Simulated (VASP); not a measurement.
A run of VASP 6.6.1 is set up as follows.

File INCAR:

```
SYSTEM = Pb
  ALGO = Normal
  EDIFF = 1E-6
  ENCUT = 520
  GGA = PS
  ISIF = 2
  ISMEAR = -1
  LASPH = .TRUE.
  LCHARG = .FALSE.
  LREAL = .FALSE.
  LWAVE = .FALSE.
  NBANDS = 21
  NELM = 60
  PREC = Accurate
  SIGMA = 0.05
```

Contents of KPOINTS:

```
k-points
0
G
  12 12 7
  0 0 0
```

Contents of POSCAR:

```
Pb
1.0
    3.4566442775      0.0000000000      0.0000000000
   -1.7283221388      2.9935417561      0.0000000000
    0.0000000000      0.0000000000      5.5524820910
Pb
2
Direct
    0.3333333333      0.6666666667      0.2500000000
    0.6666666667      0.3333333333      0.7500000000
```

Potentials or basis: VASP PAW PBE potentials, release 64 (Pb_d).

The run is started by

```console
$ cat potpaw_PBE.64/Pb_d/POTCAR > POTCAR
$ mpirun -np 1 vasp_std > vasp.out
```

**Question.** Predict the band gap on the k mesh.

**Answer.** Zero (bands 14 and 15 overlap by 7.88 eV).

**Question.** Predict the pressure.

**Answer.** 1.9 GPa.

Stress tensor (GPa, compression positive):
```
1.94 0.00 0.00
0.00 1.94 0.00
0.00 0.00 1.82
```

Caveat: the PAW data sets were made with another functional, which shifts forces and pressure a little; spin-orbit coupling is left out, which moves the levels of the heavy elements.
